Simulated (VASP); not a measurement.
# Zn4Se3S (I-42m) in VASP: single point with PBE

Aim: the single point of Zn4Se3S with PBE.

Program: VASP 6.6.1. These are calculated values, not measurements. Logs are shortened: lines on timing, memory, paths and dates and some standing lists are left out, and cuts for length are marked.

## Step 1: The cell of the first run

The structure is tetragonal, space group I-42m (No. 121). Conventional cell: a = 5.660 Å, b = 5.660 Å, c = 11.314 Å, α = 90.00°, β = 90.00°, γ = 90.00°. Within 3.1 Å of Zn (site symmetry m) lie 1 S at 2.37 Å and 3 Se at 2.47 to 2.49 Å. Se (site symmetry -4) has 4 Zn at 2.47 Å within 3.3 Å. Within 3.3 Å of Se (site symmetry -42m) lie 4 Zn at 2.49 Å. S (site symmetry -42m) has 4 Zn at 2.37 Å within 3.1 Å.

## Step 2: Single point, PBE

The input, INCAR:

```
SYSTEM = Zn4Se3S
PREC = Accurate
ENCUT = 520
EDIFF = 1E-6
ISMEAR = 0
SIGMA = 0.02
LREAL = .False.
LASPH = .True.
NELM = 100
ALGO = Normal
ISIF = 2
LWAVE = .False.
LCHARG = .True.
GGA = PE
LELF = .True.
LVHAR = .True.
NBANDS = 46
```

The input, KPOINTS:

```
regular mesh
0
Gamma
  8 8 8
  0 0 0
```

The input, POSCAR:

```
Zn4Se3S
1.0
   -2.8301564697      2.8301564697      5.6570898788
    2.8301564697     -2.8301564697      5.6570898788
    2.8301564697      2.8301564697     -5.6570898788
Zn Se S
4 3 1
Direct
    0.8633052789      0.3801694319      0.0000000000
    0.3801694319      0.8633052789      0.0000000000
    0.1366947211      0.1366947211      0.5168641530
    0.6198305681      0.6198305681      0.4831358470
    0.7500000000      0.2500000000      0.5000000000
    0.2500000000      0.7500000000      0.5000000000
    0.0000000000      0.0000000000      0.0000000000
    0.5000000000      0.5000000000      0.0000000000
```

Potentials or basis: VASP PAW PBE potentials, release 64 (Zn, Se, S).

Started as:

```
$ cat potpaw_PBE.64/Zn/POTCAR potpaw_PBE.64/Se/POTCAR potpaw_PBE.64/S/POTCAR > POTCAR
$ mpirun -np 1 vasp_std > vasp.out
```

OUTCAR:

```text
SYSTEM = Zn4Se3S
   PREC = Accurate
   ENCUT = 520
   EDIFF = 1E-6
   ISMEAR = 0
   LREAL = .False.
   LASPH = .True.
   NELM = 100
   ISIF = 2
   GGA = PE

 ion  position               nearest neighbor table
   1  0.863  0.380  0.000-   8 2.37   6 2.47   5 2.47   7 2.49
   2  0.380  0.863  0.000-   8 2.37   5 2.47   6 2.47   7 2.49
   3  0.137  0.137  0.517-   8 2.37   6 2.47   5 2.47   7 2.49
   4  0.620  0.620  0.483-   8 2.37   6 2.47   5 2.47   7 2.49
   5  0.750  0.250  0.500-   1 2.47   2 2.47   4 2.47   3 2.47
   6  0.250  0.750  0.500-   2 2.47   1 2.47   4 2.47   3 2.47
   7  0.000  0.000  0.000-   1 2.49   2 2.49   3 2.49   4 2.49
   8  0.500  0.500  0.000-   4 2.37   2 2.37   3 2.37   1 2.37

  LATTYP: Found a body centered tetragonal cell.
 ALAT       =     5.6603129394
 C/A-ratio  =     1.9988611723

  Lattice vectors:

 A1 = (  -2.8301564697,   2.8301564697,   5.6570898788)
 A2 = (   2.8301564697,  -2.8301564697,   5.6570898788)
 A3 = (   2.8301564697,   2.8301564697,  -5.6570898788)

Analysis of symmetry for initial positions (statically):
=====================================================================
 Subroutine PRICEL returns:
 Original cell was already a primitive cell.

 Routine SETGRP: Setting up the symmetry group for a
 body centered tetragonal supercell.

 Subroutine GETGRP returns: Found  8 space group operations
 (whereof  8 operations were pure point group operations)
 out of a pool of 16 trial point group operations.

The static configuration has the point symmetry D_2d.

Analysis of symmetry for dynamics (positions and initial velocities):
=====================================================================
 Subroutine PRICEL returns:
 Original cell was already a primitive cell.

 Routine SETGRP: Setting up the symmetry group for a
 body centered tetragonal supercell.

 Subroutine GETGRP returns: Found  8 space group operations
 (whereof  8 operations were pure point group operations)
 out of a pool of 16 trial point group operations.

The dynamic configuration has the point symmetry D_2d.

 Subroutine INISYM returns: Found  8 space group operations
 (whereof  8 operations are pure point group operations),
 and found     1 'primitive' translations

----------------------------------------------------------------------------------------

                                     Primitive cell

  volume of cell :     181.2483

  direct lattice vectors                    reciprocal lattice vectors
    -2.830156470  2.830156470  5.657089879     0.000000000  0.176668677  0.088384666
     2.830156470 -2.830156470  5.657089879     0.176668677  0.000000000  0.088384666
     2.830156470  2.830156470 -5.657089879     0.176668677  0.176668677  0.000000000

  length of vectors
     6.929807875  6.929807875  6.929807875     0.197544098  0.197544098  0.249847239

  position of ions in fractional coordinates (direct lattice)
     0.863305279  0.380169432  0.000000000
     0.380169432  0.863305279  0.000000000
     0.136694721  0.136694721  0.516864153
     0.619830568  0.619830568  0.483135847
     0.750000000  0.250000000  0.500000000
     0.250000000  0.750000000  0.500000000
     0.000000000  0.000000000  0.000000000
     0.500000000  0.500000000  0.000000000

  ion indices of the primitive-cell ions
   primitive index   ion index
                 1           1
                 2           2
                 3           3
                 4           4
                 5           5
                 6           6
                 7           7
                 8           8

----------------------------------------------------------------------------------------

 KPOINTS: regular mesh

Automatic generation of k-mesh.
 Grid dimensions read from file:
 generate k-points for:    8    8    8

 Generating k-lattice:

  Cartesian coordinates                     Fractional coordinates (reciprocal lattice)
     0.000000000  0.022083585  0.011048083     0.125000000  0.000000000  0.000000000
     0.022083585  0.000000000  0.011048083     0.000000000  0.125000000  0.000000000
     0.022083585  0.022083585  0.000000000     0.000000000  0.000000000  0.125000000

  Length of vectors
     0.024693012  0.024693012  0.031230905

  Shift w.r.t. Gamma in fractional coordinates (k-lattice)
     0.000000000  0.000000000  0.000000000

 Subroutine IBZKPT returns following result:
 ===========================================

 Found     59 irreducible k-points:

 Following reciprocal coordinates:
            Coordinates               Weight
  0.000000  0.000000  0.000000      1.000000
  0.125000 -0.000000  0.000000      8.000000
  0.250000 -0.000000  0.000000      8.000000
  0.375000  0.000000 -0.000000      8.000000
  0.500000 -0.000000  0.000000      4.000000
  0.125000  0.125000  0.000000      8.000000
[... 16 lines left out ...]
  0.250000  0.125000  0.125000     16.000000
  0.375000  0.125000  0.125000      8.000000
 [... further k-points ...]
   k-points           NKPTS =     59   k-points in BZ     NKDIM =     59   number of bands    NBANDS=     46
   number of dos      NEDOS =    301   number of ions     NIONS =      8
   total plane-waves  NPLWV = 157464
   dimension x,y,z NGX =    54 NGY =   54 NGZ =   54
   dimension x,y,z NGXF=   108 NGYF=  108 NGZF=  108
   ions per type =               4   3   1
   NGX,Y,Z   is equivalent  to a cutoff of  12.95, 12.95, 12.95 a.u.
   NGXF,Y,Z  is equivalent  to a cutoff of  25.91, 25.91, 25.91 a.u.
 SYSTEM =  Zn4Se3S
   PREC   = accura    normal or accurate (medium, high low for compatibility)
   ISTART =      0    job   : 0-new  1-cont  2-samecut
   ICHARG =      2    charge: 1-file 2-atom 10-const
   ISPIN  =      1    spin polarized calculation?
   LNONCOLLINEAR =      F non collinear calculations
   LSORBIT =      F    spin-orbit coupling
   LASPH  =      T    aspherical Exc in radial PAW
   ENCUT  =  520.0 eV  38.22 Ry    6.18 a.u.  12.88 12.88 12.88*2*pi/ulx,y,z
   NELM   =    100;   NELMIN=  2; NELMDL= -5     # of ELM steps
   EDIFF  = 0.1E-05   stopping-criterion for ELM
   LREAL  =      F    real-space projection
   EDIFFG = 0.1E-04   stopping-criterion for IOM
   NSW    =      0    number of steps for IOM
   IBRION =     -1    ionic relax: 0-MD 1-quasi-New 2-CG
   NFREE  =      0    steps in history (QN), initial steepest desc. (CG)
   ISIF   =      2    stress and relaxation
   ISYM   =      2    0-nonsym 1-usesym 2-fastsym
   POTIM  = 0.5000    time-step for ionic-motion
   TEBEG  =    0.0;   TEEND  =   0.0 temperature during run
   PSTRESS=    0.0 pullay stress
   NELECT =      72.0000    total number of electrons
   NUPDOWN=      -1.0000    fix difference up-down
   EMIN   =  10.00;   EMAX   =-10.00  energy-range for DOS
   EFERMI =   0.00;   METHOD = LEGACY
   ISMEAR =     0;   SIGMA  =   0.02  broadening in eV -4-tet -1-fermi 0-gaus
   EFERMI_NEDOS =   21; number of points for ismear=-14 and -15
   IALGO  =     38    algorithm
   IMIX   =      4    mixing-type and parameters
     AMIX     =   0.40;   BMIX     =  1.00
     AMIX_MAG =   1.60;   BMIX_MAG =  1.00
  volume/ion in A,a.u.               =      22.66       152.89
  Fermi-wavevector in a.u.,A,eV,Ry     =   1.203449  2.274189 19.705173  1.448289
  Thomas-Fermi vector in A             =   2.339202
   LORBIT       =      0    0 simple, 1 ext, 2 COOP (PROOUT), +10 PAW based schemes
   GGA     = PE    functional components
   LHFCALC =     F    Hartree Fock is set to
   AEXX    =    0.0000 exact exchange contribution
   IVDW    =     0    specifies the selected vdW correction
   LEPSILON=     F    determine dielectric tensor
   LRPA    =     F    only Hartree local field effects (RPA)
 non-spin polarized calculation
 Gauss-broadening in eV      SIGMA  =   0.02
  energy-cutoff  :      520.00
  volume of cell :      181.25
 maximum number of plane-waves:      4954
 NGX is ok and might be reduce to    54
   NGX = 25   NGY = 25   NGZ = 25

 number of electron      72.0000011 magnetization

 Free energy of the ion-electron system (eV)
  ---------------------------------------------------
  ext. energy  EPLUGINS =         0.00000000
  ---------------------------------------------------
  free energy    TOTEN  =       -24.91015132 eV

  energy without entropy =      -24.91015132  energy(sigma->0) =      -24.91015132

 E-fermi :   1.5915     XC(G=0):  -9.2597

 val. band max:        1.4757980605   @ k =   0.0000   0.0000   0.0000
 cond. band min:       2.8144479081   @ k =   0.0000   0.0000   0.0000
 fundamental gap:      1.3386498476
 Fermi energy:         1.5915061253

 k-point     1 :       0.0000    0.0000    0.0000
  band No.  band energies     occupation
      1     -11.5697      2.00000
      2     -10.5973      2.00000
      3     -10.5135      2.00000
      4     -10.4905      2.00000
      5      -4.9409      2.00000
      6      -4.9352      2.00000
[... 38 lines left out ...]
     45       7.4310      0.00000
     46       7.4620      0.00000

 k-point     2 :       0.1250   -0.0000    0.0000
  band No.  band energies     occupation
      1     -11.5279      2.00000
      2     -10.6138      2.00000
      3     -10.5360      2.00000
      4     -10.5058      2.00000
      5      -4.9364      2.00000
      6      -4.9322      2.00000
[... 38 lines left out ...]
     45       7.5846      0.00000
     46       7.6394      0.00000

 k-point     3 :       0.2500   -0.0000    0.0000
  band No.  band energies     occupation
      1     -11.4083      2.00000
      2     -10.6738      2.00000
      3     -10.5935      2.00000
      4     -10.5388      2.00000
      5      -4.9358      2.00000
      6      -4.9094      2.00000
[... 38 lines left out ...]
     45       7.9412      0.00000
     46       8.0970      0.00000

 k-point     4 :       0.3750    0.0000   -0.0000
  band No.  band energies     occupation
      1     -11.2294      2.00000
      2     -10.8155      2.00000
      3     -10.6341      2.00000
      4     -10.5681      2.00000
      5      -4.9280      2.00000
      6      -4.8781      2.00000
[... 920 lines left out ...]
     45       7.8918      0.00000
     46       8.2338      0.00000

 k-point    23 :       0.2500    0.1250    0.1250
  band No.  band energies     occupation
      1     -11.1374      2.00000
      2     -10.7959      2.00000
      3     -10.6922      2.00000
      4     -10.6127      2.00000
      5      -4.8978      2.00000
      6      -4.8770      2.00000
[... 38 lines left out ...]
     45       8.3495      0.00000
     46       8.4165      0.00000

 k-point    24 :       0.3750    0.1250    0.1250
  band No.  band energies     occupation
      1     -10.9880      2.00000
      2     -10.9254      2.00000
      3     -10.6974      2.00000
      4     -10.6342      2.00000
      5      -4.8935      2.00000
      6      -4.8633      2.00000
[... 38 lines left out ...]
     45       8.5880      0.00000
     46       8.5966      0.00000

 [... further k-points ...]
[... 5 lines left out ...]
  --------------------------------------------------------------------------------------
  -------------------------------------------------------------------------------------
  Total        0.2183791      0.2183791      0.2181030      0.0000000      0.0000000      0.0000000
  in kB        1.9304015      1.9304015      1.9279607      0.0000000      0.0000000      0.0000000
  external PRESSURE =       1.9295879 kB  Pullay stress =       0.0000000 kB

 VOLUME and BASIS-vectors are now :
 -----------------------------------------------------------------------------
  energy-cutoff  :      520.00
  volume of cell :      181.25
      direct lattice vectors                 reciprocal lattice vectors
    -2.830156470  2.830156470  5.657089879     0.000000000  0.176668677  0.088384666
     2.830156470 -2.830156470  5.657089879     0.176668677  0.000000000  0.088384666
     2.830156470  2.830156470 -5.657089879     0.176668677  0.176668677  0.000000000

 POSITION                                       TOTAL-FORCE (eV/Angst)
 -----------------------------------------------------------------------------------
     -1.36735      1.36735      7.03445         0.001749     -0.001749     -0.002381
      1.36735     -1.36735      7.03445        -0.001749      0.001749     -0.002381
      1.46281      1.46281     -1.37736         0.001749      0.001749      0.002381
      1.36735      1.36735      4.27973        -0.001749     -0.001749      0.002381
      0.00000      2.83016      2.82854        -0.000000      0.000000      0.000000
      2.83016      0.00000      2.82854        -0.000000      0.000000      0.000000
      0.00000      0.00000      0.00000        -0.000000      0.000000      0.000000
      0.00000      0.00000      5.65709        -0.000000      0.000000      0.000000
 -----------------------------------------------------------------------------------
    total drift:                               -0.000005     -0.000005     -0.000011

  FREE ENERGIE OF THE ION-ELECTRON SYSTEM (eV)
  ---------------------------------------------------
  free  energy   TOTEN  =       -24.9101513171 eV

  energy  without entropy=      -24.9101513171  energy(sigma->0) =      -24.91015132
```

Wall time 9.1 min (1 thread of Intel Xeon Platinum 8488C (Sapphire Rapids), shared host); peak memory 0.67 GiB.

Results:

```yaml
Free_energy: -24.9102 eV
Pressure: 0.2 GPa
Largest_force: 0.003 eV/Å
Band_gap_on_the_k_mesh: 1.34 eV
```

Forces on the atoms (eV/Å):
```
Zn   0.002 -0.002 -0.002
Zn  -0.002  0.002 -0.002
Zn   0.002  0.002  0.002
Zn  -0.002 -0.002  0.002
Se   0.000  0.000  0.000
Se   0.000  0.000  0.000
Se   0.000  0.000  0.000
S    0.000  0.000  0.000
```
